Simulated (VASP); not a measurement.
# RbCl (Fm-3m) in VASP: notebook, part 2 of 2

VASP 6.6.1.

### Step 4. Electric field gradients, PBEsol (volume scaled by 1.04)

INCAR

```
PREC     = Accurate       # precision mode
ENCUT    = 400            # plane-wave cutoff, eV
EDIFF    = 1E-8           # SCF threshold, eV
ISMEAR   = -1             # smearing method
SIGMA    = 0.02           # smearing width, eV
LREAL    = F              # projectors in reciprocal space
LASPH    = T              # aspherical terms in the spheres
NELM     = 120            # most SCF steps
ALGO     = Normal         # electronic algorithm
ISIF     = 2              # what is computed and relaxed
LWAVE    = F              # write WAVECAR
LCHARG   = F              # write CHGCAR
GGA      = PS             # functional
LEFG     = T            
NBANDS   = 15             # bands
GGA_COMPAT= F
```

KPOINTS

```
regular mesh
0
Gamma
  7 7 7
```

POSCAR

```
RbCl
1.0
    0.0000000000      3.3170838881      3.3170838881
    3.3170838881      0.0000000000      3.3170838881
    3.3170838881      3.3170838881      0.0000000000
Rb Cl
1 1
Direct
    0.0000000000      0.0000000000      0.0000000000
    0.5000000000      0.5000000000      0.5000000000
```

Potentials or basis: VASP PAW PBE potentials, release 64 (Rb_sv, Cl).

Run with:

```console
> cat potpaw_PBE.64/Rb_sv/POTCAR potpaw_PBE.64/Cl/POTCAR > POTCAR
> mpirun -np 1 vasp_std > vasp.out
```

OUTCAR:

```text
PREC = Accurate
   ENCUT = 400
   EDIFF = 1E-8
   ISMEAR = -1
   LREAL = F
   LASPH = T
   NELM = 120
   ISIF = 2
   GGA = PS

 ion  position               nearest neighbor table
   1  0.000  0.000  0.000-   2 3.32   2 3.32   2 3.32   2 3.32   2 3.32   2 3.32
   2  0.500  0.500  0.500-   1 3.32   1 3.32   1 3.32   1 3.32   1 3.32   1 3.32

  LATTYP: Found a face centered cubic cell.
 ALAT       =     6.6341677762

  Lattice vectors:

 A1 = (   0.0000000000,   3.3170838881,   3.3170838881)
 A2 = (   3.3170838881,   0.0000000000,   3.3170838881)
 A3 = (   3.3170838881,   3.3170838881,   0.0000000000)

Analysis of symmetry for initial positions (statically):
=====================================================================
 Subroutine PRICEL returns:
 Original cell was already a primitive cell.

 Routine SETGRP: Setting up the symmetry group for a
 face centered cubic supercell.

 Subroutine GETGRP returns: Found 48 space group operations
 (whereof 48 operations were pure point group operations)
 out of a pool of 48 trial point group operations.

The static configuration has the point symmetry O_h .

Analysis of symmetry for dynamics (positions and initial velocities):
=====================================================================
 Subroutine PRICEL returns:
 Original cell was already a primitive cell.

 Routine SETGRP: Setting up the symmetry group for a
 face centered cubic supercell.

 Subroutine GETGRP returns: Found 48 space group operations
 (whereof 48 operations were pure point group operations)
 out of a pool of 48 trial point group operations.

The dynamic configuration has the point symmetry O_h .

 Subroutine INISYM returns: Found 48 space group operations
 (whereof 48 operations are pure point group operations),
 and found     1 'primitive' translations

----------------------------------------------------------------------------------------

                                     Primitive cell

  volume of cell :      72.9961

  direct lattice vectors                    reciprocal lattice vectors
     0.000000000  3.317083888  3.317083888    -0.150734807  0.150734807  0.150734807
     3.317083888  0.000000000  3.317083888     0.150734807 -0.150734807  0.150734807
     3.317083888  3.317083888  0.000000000     0.150734807  0.150734807 -0.150734807

  length of vectors
     4.691065022  4.691065022  4.691065022     0.261080344  0.261080344  0.261080344

  position of ions in fractional coordinates (direct lattice)
     0.000000000  0.000000000  0.000000000
     0.500000000  0.500000000  0.500000000

  ion indices of the primitive-cell ions
   primitive index   ion index
                 1           1
                 2           2

----------------------------------------------------------------------------------------

 KPOINTS: regular mesh

Automatic generation of k-mesh.
 Grid dimensions read from file:
 generate k-points for:    7    7    7

 Generating k-lattice:

[... 72 lines left out ...]
   EFERMI_NEDOS =   21; number of points for ismear=-14 and -15
   IALGO  =     38    algorithm
   IMIX   =      4    mixing-type and parameters
     AMIX     =   0.40;   BMIX     =  1.00
     AMIX_MAG =   1.60;   BMIX_MAG =  1.00
  volume/ion in A,a.u.               =      36.50       246.30
  Fermi-wavevector in a.u.,A,eV,Ry     =   0.987071  1.865294 13.256280  0.974309
  Thomas-Fermi vector in A             =   2.118498
   LORBIT       =      0    0 simple, 1 ext, 2 COOP (PROOUT), +10 PAW based schemes
   GGA     = PS    functional components
   LHFCALC =     F    Hartree Fock is set to
   AEXX    =    0.0000 exact exchange contribution
   IVDW    =     0    specifies the selected vdW correction
   LEPSILON=     F    determine dielectric tensor
   LRPA    =     F    only Hartree local field effects (RPA)
 non-spin polarized calculation
  energy-cutoff  :      400.00
  volume of cell :       73.00
 maximum number of plane-waves:      1363
   NGX = 15   NGY = 15   NGZ = 15

 number of electron      16.0000002 magnetization

 Free energy of the ion-electron system (eV)
  ---------------------------------------------------
  ext. energy  EPLUGINS =         0.00000000
  ---------------------------------------------------
  free energy    TOTEN  =        -6.89047679 eV

  energy without entropy =       -6.89047679  energy(sigma->0) =       -6.89047679

 E-fermi :  -1.5582     XC(G=0):  -7.4227

 val. band max:       -2.0367376508   @ k =   0.0000   0.0000   0.0000
 cond. band min:       2.7382701973   @ k =   0.0000   0.0000   0.0000
 fundamental gap:      4.7750078480
 Fermi energy:        -1.5581559414

 k-point     1 :       0.0000    0.0000    0.0000
  band No.  band energies     occupation
      1     -25.9715      2.00000
      2     -13.9849      2.00000
      3     -10.0311      2.00000
      4     -10.0311      2.00000
      5     -10.0311      2.00000
      6      -2.0367      2.00000
      7      -2.0367      2.00000
      8      -2.0367      2.00000
      9       2.7383      0.00000
     10       5.8569      0.00000
     11       5.8569      0.00000
     12       5.8569      0.00000
     13       6.8186      0.00000
     14       6.8186      0.00000
[... 329 lines left out ...]
      2     -13.9732      2.00000
      3     -10.2099      2.00000
      4     -10.1592      2.00000
      5     -10.0291      2.00000
      6      -2.4938      2.00000
      7      -2.3005      2.00000
      8      -2.2800      2.00000
      9       5.2056      0.00000
     10       5.8627      0.00000
     11       7.0670      0.00000
     12       7.2628      0.00000
     13       9.0750      0.00000
     14       9.1529      0.00000
     15      10.1708      0.00000

------------------------ aborting loop because EDIFF is reached ----------------------------------------

  FORCE on cell =-STRESS in cart. coord.  units (eV):
  Direction    XX          YY          ZZ          XY          YZ          ZX
  --------------------------------------------------------------------------------------
  -------------------------------------------------------------------------------------
  Total       -0.2719020     -0.2719020     -0.2719020     -0.0000000     -0.0000000     -0.0000000
  in kB       -5.9679276     -5.9679276     -5.9679276     -0.0000000     -0.0000000     -0.0000000
  external PRESSURE =      -5.9679276 kB  Pullay stress =       0.0000000 kB

 VOLUME and BASIS-vectors are now :
 -----------------------------------------------------------------------------
  energy-cutoff  :      400.00
  volume of cell :       73.00
      direct lattice vectors                 reciprocal lattice vectors
     0.000000000  3.317083888  3.317083888    -0.150734807  0.150734807  0.150734807
     3.317083888  0.000000000  3.317083888     0.150734807 -0.150734807  0.150734807
     3.317083888  3.317083888  0.000000000     0.150734807  0.150734807 -0.150734807

 POSITION                                       TOTAL-FORCE (eV/Angst)
 -----------------------------------------------------------------------------------
      0.00000      0.00000      0.00000        -0.000000     -0.000000     -0.000000
      3.31708      3.31708      3.31708         0.000000      0.000000      0.000000
 -----------------------------------------------------------------------------------
    total drift:                                0.000000     -0.000000     -0.000000

  FREE ENERGIE OF THE ION-ELECTRON SYSTEM (eV)
  ---------------------------------------------------
  free  energy   TOTEN  =        -6.8904767922 eV

  energy  without entropy=       -6.8904767922  energy(sigma->0) =       -6.89047679

 Electric field gradients (V/A^2)
---------------------------------------------------------------------
 ion       V_xx      V_yy      V_zz      V_xy      V_xz      V_yz
---------------------------------------------------------------------
   1      -0.000     0.000    -0.000    -0.000    -0.000    -0.000
   2      -0.000    -0.000    -0.000    -0.001    -0.001    -0.001
---------------------------------------------------------------------

 Electric field gradients after diagonalization (V/A^2)
 (convention: |V_zz| > |V_xx| > |V_yy|)
----------------------------------------------------------------------
 ion       V_xx      V_yy      V_zz     asymmetry (V_yy - V_xx)/ V_zz
----------------------------------------------------------------------
   1       0.000     0.000    -0.000       0.000
   2       0.001     0.001    -0.001       0.000
----------------------------------------------------------------------

           NMR quadrupolar parameters

 Cq : quadrupolar parameter    Cq=e*Q*V_zz/h
 eta: asymmetry parameters     (V_yy - V_xx)/ V_zz
 Q  : nuclear electric quadrupole moment in mb (millibarn)
----------------------------------------------------------------------
 ion       Cq(MHz)       eta       Q (mb)
----------------------------------------------------------------------
   1      -0.000       0.000       1.000
   2      -0.000       0.000       1.000
----------------------------------------------------------------------
```

Run time: 23 s. Hardware: 1 thread of Intel Xeon 8259CL, shared host; peak memory 0.17 GiB.

Results:

| Item | Value |
| --- | --- |
| Free energy | -6.8905 eV |
| Pressure | -0.6 GPa |
| Band gap on the k mesh | 4.78 eV, direct |

Caveat: without QUAD_EFG the Cq values of the log hold for a quadrupole moment of 1 mb, not for the nuclei; the PAW data sets were made with another functional, which shifts forces and pressure a little. A k mesh can miss the band edges.
